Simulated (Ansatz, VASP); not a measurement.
**Ag2ClF in VASP and in Ansatz**

```
F Cl Ag
1.0
     1.94332    1.12198    5.32831
    -1.94332    1.12198    5.32831
     0.00000   -2.24396    5.32831
F Cl Ag
1 1 2
Direct
  0.00000 0.00000 0.00000
  0.50000 0.50000 0.50000
  0.26564 0.26564 0.26564
  0.73436 0.73436 0.73436
```

Alike in both runs: task single point; functional PBE; k mesh 3 × 3 × 3; occupations fermi-dirac, width 0.02 eV; no spin polarisation.

|  | VASP | Ansatz |
| --- | --- | --- |
| version | VASP 6.6.1 | Ansatz 0.2.0 |
| potentials or method | VASP PAW PBE potentials, release 64 (F, Cl, Ag) | plane waves |
| plane-wave cutoff (eV) | 520 | 420 |
| valence electrons in the cell | 36 | 52 |

Ansatz gave:

| Quantity | Value |
| --- | --- |
| pressure (GPa) | 2.8 |
| traceless stress, the component that is largest in VASP (GPa) | -0.31 |
| rms of the force components (eV/Å) | 0.032 |

Q: Estimate VASP's values.

A: Pressure (GPa): 2.5; traceless stress, the component that is largest in VASP (GPa): -0.30; rms of the force components (eV/Å): 0.033.

Atom by atom the forces differ by 0.000 eV/Å (rms over components). The functional is the same, so the differences come from potentials, cutoffs and numerics. VASP's potentials hold 36 valence electrons a cell and Ansatz's 52, so a difference there can come from the potentials and not from the codes.

The k mesh is coarse, so the values compare programs but aren't converged.
